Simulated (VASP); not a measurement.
# Li (P6_3/mmc) in VASP: further runs

Runs on Li. Level: PBEsol. Tasks: single point.

Program: VASP 6.6.1. These are calculated values, not measurements. Logs are shortened: lines on timing, memory, paths and dates and some standing lists are left out, and cuts for length are marked.

## (1) The cell of the first run

Symmetry: P6_3/mmc, No. 194, hexagonal system. Conventional cell: a = 3.111 Å, b = 3.111 Å, c = 5.093 Å, α = 90.00°, β = 90.00°, γ = 120.00°. Li (site symmetry -6m2) has 12 Li at 3.11 to 3.12 Å within 4.1 Å.

## (2) Single point, PBEsol

The input, INCAR:

```
SYSTEM = Li
  PREC = Accurate
  ENCUT = 520
  EDIFF = 1E-7
  ISMEAR = -1
  SIGMA = 0.1
  LREAL = .FALSE.
  LASPH = .TRUE.
  NELM = 60
  ALGO = Normal
  ISIF = 2
  LWAVE = .FALSE.
  LCHARG = .FALSE.
  GGA = PS
  NBANDS = 10
```

The input, KPOINTS:

```
regular mesh
0
G
  11 11 6
  0 0 0
```

The input, POSCAR:

```
Li
1.0
    3.1110000000      0.0000000000      0.0000000000
   -1.5555000000      2.6942100000      0.0000000000
    0.0000000000      0.0000000000      5.0930000000
Li
2
Direct
    0.3333333333      0.6666666667      0.2500000000
    0.6666666667      0.3333333333      0.7500000000
```

Potentials or basis: VASP PAW PBE potentials, release 64 (Li_sv).

Started as:

```
> cat potpaw_PBE.64/Li_sv/POTCAR > POTCAR
> mpirun -np 1 vasp_std > vasp.out
```

OUTCAR:

```text
SYSTEM = Li
   PREC = Accurate
   ENCUT = 520
   EDIFF = 1E-7
   ISMEAR = -1
   LREAL = .FALSE.
   LASPH = .TRUE.
   NELM = 60
   ISIF = 2
   GGA = PS

 ion  position               nearest neighbor table
   1  0.333  0.667  0.250-
   2  0.667  0.333  0.750-

  LATTYP: Found a hexagonal cell.
 ALAT       =     3.1110000000
 C/A-ratio  =     1.6370941819

  Lattice vectors:

 A1 = (   3.1110000000,   0.0000000000,   0.0000000000)
 A2 = (  -1.5555000000,   2.6942100000,   0.0000000000)
 A3 = (   0.0000000000,   0.0000000000,   5.0930000000)

Analysis of symmetry for initial positions (statically):
=====================================================================
 Subroutine PRICEL returns:
 Original cell was already a primitive cell.

 Routine SETGRP: Setting up the symmetry group for a
 hexagonal supercell.

 Subroutine GETGRP returns: Found 24 space group operations
 (whereof 12 operations were pure point group operations)
 out of a pool of 24 trial point group operations.

The static configuration has the point symmetry D_3d.
 The point group associated with its full space group is D_6h.

Analysis of symmetry for dynamics (positions and initial velocities):
=====================================================================
 Subroutine PRICEL returns:
 Original cell was already a primitive cell.

 Routine SETGRP: Setting up the symmetry group for a
 hexagonal supercell.

 Subroutine GETGRP returns: Found 24 space group operations
 (whereof 12 operations were pure point group operations)
 out of a pool of 24 trial point group operations.

The dynamic configuration has the point symmetry D_3d.
 The point group associated with its full space group is D_6h.

 Subroutine INISYM returns: Found 24 space group operations
 (whereof 12 operations are pure point group operations),
 and found     1 'primitive' translations

----------------------------------------------------------------------------------------

                                     Primitive cell

  volume of cell :      42.6879

  direct lattice vectors                    reciprocal lattice vectors
     3.111000000  0.000000000  0.000000000     0.321440051  0.185583158  0.000000000
    -1.555500000  2.694210000  0.000000000     0.000000000  0.371166316  0.000000000
     0.000000000  0.000000000  5.093000000     0.000000000  0.000000000  0.196347929

  length of vectors
     3.111000000  3.111004303  5.093000000     0.371166829  0.371166316  0.196347929

  position of ions in fractional coordinates (direct lattice)
     0.333333333  0.666666667  0.250000000
     0.666666667  0.333333333  0.750000000

  ion indices of the primitive-cell ions
   primitive index   ion index
                 1           1
                 2           2

----------------------------------------------------------------------------------------

 KPOINTS: regular mesh

Automatic generation of k-mesh.
 Grid dimensions read from file:
 generate k-points for:   11   11    6

 Generating k-lattice:

  Cartesian coordinates                     Fractional coordinates (reciprocal lattice)
     0.029221823  0.016871196  0.000000000     0.090909091  0.000000000  0.000000000
     0.000000000  0.033742392  0.000000000     0.000000000  0.090909091  0.000000000
     0.000000000  0.000000000  0.032724655     0.000000000  0.000000000  0.166666667

  Length of vectors
     0.033742439  0.033742392  0.032724655

  Shift w.r.t. Gamma in fractional coordinates (k-lattice)
     0.000000000  0.000000000  0.000000000

 Subroutine IBZKPT returns following result:
 ===========================================

 Found     64 irreducible k-points:

 Following reciprocal coordinates:
            Coordinates               Weight
  0.000000  0.000000  0.000000      1.000000
  0.090909 -0.000000  0.000000      6.000000
  0.181818 -0.000000  0.000000      6.000000
  0.272727  0.000000  0.000000      6.000000
  0.363636 -0.000000  0.000000      6.000000
  0.454545  0.000000  0.000000      6.000000
[... 16 lines left out ...]
  0.090909  0.090909  0.166667     12.000000
  0.181818  0.090909  0.166667     24.000000
 [... further k-points ...]
   k-points           NKPTS =     64   k-points in BZ     NKDIM =     64   number of bands    NBANDS=     10
   number of dos      NEDOS =    301   number of ions     NIONS =      2
   total plane-waves  NPLWV =  23040
   dimension x,y,z NGX =    24 NGY =   24 NGZ =   40
   dimension x,y,z NGXF=    48 NGYF=   48 NGZF=   80
   ions per type =               2
   NGX,Y,Z   is equivalent  to a cutoff of  12.83, 12.83, 13.06 a.u.
   NGXF,Y,Z  is equivalent  to a cutoff of  25.65, 25.65, 26.11 a.u.
 SYSTEM =  Li
   PREC   = accura    normal or accurate (medium, high low for compatibility)
   ISTART =      0    job   : 0-new  1-cont  2-samecut
   ICHARG =      2    charge: 1-file 2-atom 10-const
   ISPIN  =      1    spin polarized calculation?
   LNONCOLLINEAR =      F non collinear calculations
   LSORBIT =      F    spin-orbit coupling
   LASPH  =      T    aspherical Exc in radial PAW
   ENCUT  =  520.0 eV  38.22 Ry    6.18 a.u.   5.78  5.78  9.47*2*pi/ulx,y,z
   NELM   =     60;   NELMIN=  2; NELMDL= -5     # of ELM steps
   EDIFF  = 0.1E-06   stopping-criterion for ELM
   LREAL  =      F    real-space projection
   EDIFFG = 0.1E-05   stopping-criterion for IOM
   NSW    =      0    number of steps for IOM
   IBRION =     -1    ionic relax: 0-MD 1-quasi-New 2-CG
   NFREE  =      0    steps in history (QN), initial steepest desc. (CG)
   ISIF   =      2    stress and relaxation
   ISYM   =      2    0-nonsym 1-usesym 2-fastsym
   POTIM  = 0.5000    time-step for ionic-motion
   TEBEG  =    0.0;   TEEND  =   0.0 temperature during run
   PSTRESS=    0.0 pullay stress
   NELECT =       6.0000    total number of electrons
   NUPDOWN=      -1.0000    fix difference up-down
   EMIN   =  10.00;   EMAX   =-10.00  energy-range for DOS
   EFERMI =   0.00;   METHOD = LEGACY
   ISMEAR =    -1;   SIGMA  =   0.10  broadening in eV -4-tet -1-fermi 0-gaus
   EFERMI_NEDOS =   21; number of points for ismear=-14 and -15
   IALGO  =     38    algorithm
   IMIX   =      4    mixing-type and parameters
     AMIX     =   0.40;   BMIX     =  1.00
     AMIX_MAG =   1.60;   BMIX_MAG =  1.00
  volume/ion in A,a.u.               =      21.34       144.04
  Fermi-wavevector in a.u.,A,eV,Ry     =   0.851184  1.608505  9.857618  0.724514
  Thomas-Fermi vector in A             =   1.967278
   LORBIT       =      0    0 simple, 1 ext, 2 COOP (PROOUT), +10 PAW based schemes
   GGA     = PS    functional components
   LHFCALC =     F    Hartree Fock is set to
   AEXX    =    0.0000 exact exchange contribution
   IVDW    =     0    specifies the selected vdW correction
   LEPSILON=     F    determine dielectric tensor
   LRPA    =     F    only Hartree local field effects (RPA)
 non-spin polarized calculation
  energy-cutoff  :      520.00
  volume of cell :       42.69
 maximum number of plane-waves:      1182
 NGX is ok and might be reduce to    24
   NGX = 11   NGY = 11   NGZ = 19

 number of electron       5.9999990 magnetization

 Free energy of the ion-electron system (eV)
  ---------------------------------------------------
  ext. energy  EPLUGINS =         0.00000000
  ---------------------------------------------------
  free energy    TOTEN  =        -3.94397625 eV

  energy without entropy =       -3.90780769  energy(sigma->0) =       -3.92589197

 E-fermi :   0.5136     XC(G=0):  -6.8929

 val. band max:        0.5101888944   @ k =   0.1818   0.1818   0.3333
 cond. band min:       0.5259057356   @ k =   0.4545   0.0000   0.3333
 fundamental gap:      0.0157168412
 Fermi energy:         0.5136444759

 k-point     1 :       0.0000    0.0000    0.0000
  band No.  band energies     occupation
      1     -45.5153      2.00000
      2     -45.5001      2.00000
      3      -3.0006      2.00000
      4       0.4780      1.17614
      5       3.2364      0.00000
      6      12.5488      0.00000
      7      12.5488      0.00000
      8      13.8986      0.00000
      9      13.8986      0.00000
     10      14.4257      0.00000

 k-point     2 :       0.0909   -0.0000    0.0000
  band No.  band energies     occupation
      1     -45.5143      2.00000
      2     -45.4995      2.00000
      3      -2.8717      2.00000
      4       0.6459      0.42072
      5       3.2900      0.00000
      6      11.2629      0.00000
      7      11.7179      0.00000
      8      13.8501      0.00000
      9      14.2762      0.00000
     10      14.3331      0.00000

 k-point     3 :       0.1818   -0.0000    0.0000
  band No.  band energies     occupation
      1     -45.5113      2.00000
      2     -45.4982      2.00000
      3      -2.4844      2.00000
      4       1.1488      0.00348
      5       3.4271      0.00000
      6       9.0410      0.00000
      7      10.5819      0.00000
      8      13.2586      0.00000
      9      13.3408      0.00000
     10      13.9433      0.00000

 k-point     4 :       0.2727    0.0000    0.0000
  band No.  band energies     occupation
      1     -45.5073      2.00000
      2     -45.4966      2.00000
      3      -1.8392      2.00000
      4       1.9835      0.00000
      5       3.5012      0.00000
      6       7.0892      0.00000
      7       9.6592      0.00000
      8      11.0571      0.00000
      9      11.3441      0.00000
     10      13.5221      0.00000
[... 222 lines left out ...]
 k-point    22 :       0.4545    0.0000    0.1667
  band No.  band energies     occupation
      1     -45.5000      2.00000
      2     -45.4954      2.00000
      3       0.2148      1.90407
      4       1.7516      0.00001
      5       4.1920      0.00000
      6       5.5566      0.00000
      7       7.7078      0.00000
      8       8.8568      0.00000
      9       9.1242      0.00000
     10      12.1013      0.00000

 k-point    23 :       0.0909    0.0909    0.1667
  band No.  band energies     occupation
      1     -45.5114      2.00000
      2     -45.4996      2.00000
      3      -2.4914      2.00000
      4       0.3222      1.74309
      5       4.3284      0.00000
      6      10.0466      0.00000
      7      10.4578      0.00000
      8      13.0815      0.00000
      9      13.2063      0.00000
     10      13.4130      0.00000

 k-point    24 :       0.1818    0.0909    0.1667
  band No.  band energies     occupation
      1     -45.5080      2.00000
      2     -45.4979      2.00000
      3      -1.9737      2.00000
      4       0.8992      0.04143
      5       4.5497      0.00000
      6       7.9997      0.00000
      7       9.2984      0.00000
      8      11.3070      0.00000
      9      12.4665      0.00000
     10      12.8993      0.00000

 [... further k-points ...]

------------------------ aborting loop because EDIFF is reached ----------------------------------------

  FORCE on cell =-STRESS in cart. coord.  units (eV):
  Direction    XX          YY          ZZ          XY          YZ          ZX
  --------------------------------------------------------------------------------------
  -------------------------------------------------------------------------------------
  Total       -0.2186556     -0.2186564     -0.1534856      0.0000000     -0.0000000      0.0000000
  in kB       -8.2066517     -8.2066820     -5.7606718      0.0000000     -0.0000000      0.0000000
  external PRESSURE =      -7.3913351 kB  Pullay stress =       0.0000000 kB

 VOLUME and BASIS-vectors are now :
 -----------------------------------------------------------------------------
  energy-cutoff  :      520.00
  volume of cell :       42.69
      direct lattice vectors                 reciprocal lattice vectors
     3.111000000  0.000000000  0.000000000     0.321440051  0.185583158  0.000000000
    -1.555500000  2.694210000  0.000000000     0.000000000  0.371166316  0.000000000
     0.000000000  0.000000000  5.093000000     0.000000000  0.000000000  0.196347929

 POSITION                                       TOTAL-FORCE (eV/Angst)
 -----------------------------------------------------------------------------------
     -0.00000      1.79614      1.27325        -0.000000     -0.000000      0.000000
      1.55550      0.89807      3.81975         0.000000      0.000000      0.000000
 -----------------------------------------------------------------------------------
    total drift:                               -0.000000      0.000000     -0.000000

  FREE ENERGIE OF THE ION-ELECTRON SYSTEM (eV)
  ---------------------------------------------------
  free  energy   TOTEN  =        -3.9439762456 eV

  energy  without entropy=       -3.9078076861  energy(sigma->0) =       -3.92589197
```

It used 9.7 s of CPU time on 1 thread of Intel Xeon 6975P-C, with other jobs on the host.

What came out:

* Free energy: -3.9440 eV
* Band gap on the k mesh: zero (band 3 reaches 2.26 eV, above the bottom of band 4 at -1.91 eV)

Levels at points of the mesh, in eV from the Fermi level:
| k point | band 1 | band 2 | band 3 | band 4 | band 5 | band 6 |
| --- | --- | --- | --- | --- | --- | --- |
| (0.00, 0.00, 0.00) | -46.03 | -46.01 | -3.51 | -0.04 | 2.72 | 12.04 |
| (0.00, 0.00, 0.50) | -46.02 | -46.02 | -2.43 | -2.43 | 7.63 | 7.63 |

Caveat: the cutoff is under 1.25 times the usual one of these potentials, so pressure, stress and relaxed cells hold a basis-set (Pulay) error; the PAW data sets were made with another functional, which shifts forces and pressure a little.

## (3) Single point, PBEsol

This run uses another cell than the first one, of 21.91 Å³/atom, 1.027 times its volume.

The input, INCAR:

```
PREC = Accurate
ENCUT = 520
EDIFF = 1E-6
ISMEAR = -1
SIGMA = 0.1
LREAL = F
LASPH = T
NELM = 100
ALGO = Normal
ISIF = 2
LWAVE = F
LCHARG = T
GGA = PS
LELF = T
LVHAR = T
NBANDS = 10
```

The input, KPOINTS:

```
regular mesh
0
Gamma
  11 11 6
```

The input, POSCAR:

```
Li
1.0
    3.1384111040      0.0000000000      0.0000000000
   -1.5692055520      2.7179487562      0.0000000000
    0.0000000000      0.0000000000      5.1378745589
Li
2
Direct
    0.3333333333      0.6666666667      0.2500000000
    0.6666666667      0.3333333333      0.7500000000
```

Potentials or basis: VASP PAW PBE potentials, release 64 (Li_sv).

Started as:

```
> cat potpaw_PBE.64/Li_sv/POTCAR > POTCAR
> mpirun -np 1 vasp_std > vasp.out
```

It used 11 s of CPU time on 1 thread of Intel Xeon 6975P-C, on a shared host.

Results (log left out):

```
Free energy            : -3.9386 eV
Band gap on the k mesh : zero (band 3 reaches 2.16 eV, above the bottom of band 4 at -1.96 eV)
```

Levels at points of the mesh, in eV from the Fermi level:
```csv
k point,band 1,band 2,band 3,band 4,band 5,band 6
"(0.00, 0.00, 0.00)",-46.07,-46.06,-3.48,-0.02,2.64,11.82
"(0.00, 0.00, 0.50)",-46.07,-46.07,-2.40,-2.40,7.50,7.50
```

Caveat: the cutoff is under 1.25 times the usual one of these potentials, so pressure, stress and relaxed cells hold a basis-set (Pulay) error; the PAW data sets were made with another functional, which shifts forces and pressure a little.

## (4) Single point, PBEsol

This run uses another cell than the first one, of 22.48 Å³/atom, 1.053 times its volume.

The input, INCAR:

```
SYSTEM = Li
PREC     = Accurate       ! precision mode
ENCUT    = 520            ! plane-wave cutoff, eV
EDIFF    = 1E-7           ! SCF threshold, eV
ISMEAR   = -1             ! smearing method
SIGMA    = 0.1            ! smearing width, eV
LREAL    = .FALSE.        ! projectors in reciprocal space
LASPH    = .TRUE.         ! aspherical terms in the spheres
NELM     = 80             ! most SCF steps
ALGO     = Normal         ! electronic algorithm
ISIF     = 2              ! what is computed and relaxed
LWAVE    = .FALSE.        ! write WAVECAR
LCHARG   = .FALSE.        ! write CHGCAR
GGA      = PS             ! functional
NBANDS   = 10             ! bands
```

The input, KPOINTS:

```
regular mesh
0
G
  11 11 6
  0 0 0
```

The input, POSCAR:

```
Li
1.0
    3.1653515728      0.0000000000      0.0000000000
   -1.5826757864      2.7412799296      0.0000000000
    0.0000000000      0.0000000000      5.1819786437
Li
2
Direct
    0.3333333333      0.6666666667      0.2500000000
    0.6666666667      0.3333333333      0.7500000000
```

Started as:

```
> cat potpaw_PBE.64/Li_sv/POTCAR > POTCAR
> mpirun -np 1 vasp_std > vasp.out
```

It used 10 s of CPU time on 1 thread of Intel Xeon 6975P-C (shared host).

The run converged. Its results:

- Free energy: -3.9313 eV
- Band gap on the k mesh: zero (band 3 reaches 2.08 eV, above the bottom of band 4 at -2.00 eV)

Levels at points of the mesh, in eV from the Fermi level:
```
           k point  band 1  band 2  band 3  band 4  band 5  band 6
(0.00, 0.00, 0.00)  -46.12  -46.11   -3.44   -0.01    2.57   11.61
(0.00, 0.00, 0.50)  -46.11  -46.11   -2.38   -2.38    7.36    7.36
```

Caveat: the cutoff is under 1.25 times the usual one of these potentials, so pressure, stress and relaxed cells hold a basis-set (Pulay) error; the PAW data sets were made with another functional, which shifts forces and pressure a little.

## (5) Single point, PBEsol

This run uses another cell than the first one, of 23.05 Å³/atom, 1.080 times its volume.

The input, INCAR:

```
PREC = Accurate
ENCUT = 520
EDIFF = 1E-6
ISMEAR = -1
SIGMA = 0.1
LREAL = False
LASPH = True
NELM = 60
ALGO = Normal
ISIF = 2
LWAVE = False
LCHARG = False
GGA = PS
NBANDS = 10
```

The input, KPOINTS:

```
regular mesh
0
Gamma
  11 11 6
```

The input, POSCAR:

```
Li
1.0
    3.1918411021      0.0000000000      0.0000000000
   -1.5959205510      2.7642205772      0.0000000000
    0.0000000000      0.0000000000      5.2253444979
Li
2
Direct
    0.3333333333      0.6666666667      0.2500000000
    0.6666666667      0.3333333333      0.7500000000
```

Started as:

```
> cat potpaw_PBE.64/Li_sv/POTCAR > POTCAR
> mpirun -np 1 vasp_std > vasp.out
```

Run time: 15 s. Hardware: 1 thread of Intel Xeon 6975P-C, shared host; peak memory 0.16 GiB.

The run converged. Its results:

* Free energy: -3.9222 eV
* Band gap on the k mesh: zero (band 3 reaches 1.99 eV, above the bottom of band 4 at -2.04 eV)

Levels at points of the mesh, in eV from the Fermi level:
| k point | band 1 | band 2 | band 3 | band 4 | band 5 | band 6 | band 7 |
| --- | --- | --- | --- | --- | --- | --- | --- |
| (0.00, 0.00, 0.00) | -46.16 | -46.15 | -3.41 | 0.00 | 2.50 | 11.41 | 11.41 |
| (0.00, 0.00, 0.50) | -46.16 | -46.16 | -2.35 | -2.35 | 7.23 | 7.23 | 12.24 |

Caveat: the cutoff is under 1.25 times the usual one of these potentials, so pressure, stress and relaxed cells hold a basis-set (Pulay) error; the PAW data sets were made with another functional, which shifts forces and pressure a little.

## (6) The runs side by side

| cell | gap on the mesh (eV) |
| --- | --- |
| a = 3.111, b = 3.111, c = 5.093 Å, angles 90.0, 90.0, 120.0°, 2 atoms | none |
| a = 3.138, b = 3.138, c = 5.138 Å, angles 90.0, 90.0, 120.0°, 2 atoms | none |
| a = 3.165, b = 3.165, c = 5.182 Å, angles 90.0, 90.0, 120.0°, 2 atoms | none |
| a = 3.192, b = 3.192, c = 5.225 Å, angles 90.0, 90.0, 120.0°, 2 atoms | none |

Alike in all rows: task single point; level PBEsol; potentials or basis VASP PAW PBE potentials, release 64 (Li_sv); no spin polarisation; k mesh 11 × 11 × 6; cutoff (eV) 520; smearing fermi-dirac 0.1 eV.

Caveats: the cutoff is under 1.25 times the usual one of these potentials, so pressure, stress and relaxed cells hold a basis-set (Pulay) error; the PAW data sets were made with another functional, which shifts forces and pressure a little.

Total energies depend on the potentials used, so only differences within one code and one set of settings carry meaning.
